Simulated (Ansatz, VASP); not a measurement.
## KZnF3: VASP beside Ansatz

INCAR

```
  ALGO = Normal
  EDIFF = 1E-6
  ENCUT = 520
  GGA = PS
  ISIF = 2
  ISMEAR = 0
  LASPH = T
  LCHARG = F
  LREAL = F
  LWAVE = F
  NBANDS = 29
  NELM = 80
  PREC = Accurate
  SIGMA = 0.02
```

File KPOINTS:

```
k-points
0
Gamma
  6 6 6
```

File POSCAR:

```
KZnF3
1.0
    4.0519406020      0.0000000000      0.0000000000
    0.0000000000      4.0519406020      0.0000000000
    0.2431164361      0.0000000000      4.0519406020
K Zn F
1 1 3
Direct
    0.0000000000      0.0000000000      0.0000000000
    0.5000000000      0.5000000000      0.5000000000
    0.0000000000      0.5000000000      0.5000000000
    0.5000000000      0.0000000000      0.5000000000
    0.5000000000      0.5000000000      0.0000000000
```

Input for Ansatz:

```yaml
crystal:
  lattice:
    - [4.051940602, 0.0, 0.0]
    - [0.0, 4.051940602, 0.0]
    - [0.2431164361, 0.0, 4.051940602]
  atoms:
    - { symbol: K, position: [0.0, 0.0, 0.0] }
    - { symbol: Zn, position: [0.5, 0.5, 0.5] }
    - { symbol: F, position: [0.0, 0.5, 0.5] }
    - { symbol: F, position: [0.5, 0.0, 0.5] }
    - { symbol: F, position: [0.5, 0.5, 0.0] }
basis:
  ecutwfc: 420
kpoints:
  mp_grid: { grid: [6, 6, 6] }
  band_path: { path: [VBM, CBM], npoints: 2 }
hamiltonian:
  xc: pbesol
scf:
  occupations: { method: gaussian, width: 0.02 }
output:
  forces: true
  stress: true
  eigenvalues: true
checkpoint:
  read: start.run
  write: ck
  compress: false
  write_wavefunctions: false
  write_every: 100000
```

Alike in both runs: task single point; functional PBEsol; k mesh 6 × 6 × 6; occupations gaussian, width 0.02 eV; no spin polarisation.

```csv
,VASP,Ansatz
version,VASP 6.6.1,Ansatz 0.2.0
potentials or method,"VASP PAW PBE potentials, release 64 (K_sv, Zn, F), cutoff 520 eV","scalar-relativistic, plane waves, PAW"
valence electrons in the cell,42,42
```

|  | VASP | Ansatz | Ansatz less VASP |
| --- | --- | --- | --- |
| gap on the k mesh at the Fermi level (eV) | 3.62 | 3.69 | +0.073 |
| least direct gap on the mesh (eV) | 5.32 | 5.36 | +0.041 |
| pressure (GPa) | 0.4 | 0.0 | -0.41 |
| traceless stress, the component that is largest in VASP (GPa) | -2.01 | -2.03 | -0.018 |

VASP's potentials were made for PBE, not for PBEsol.
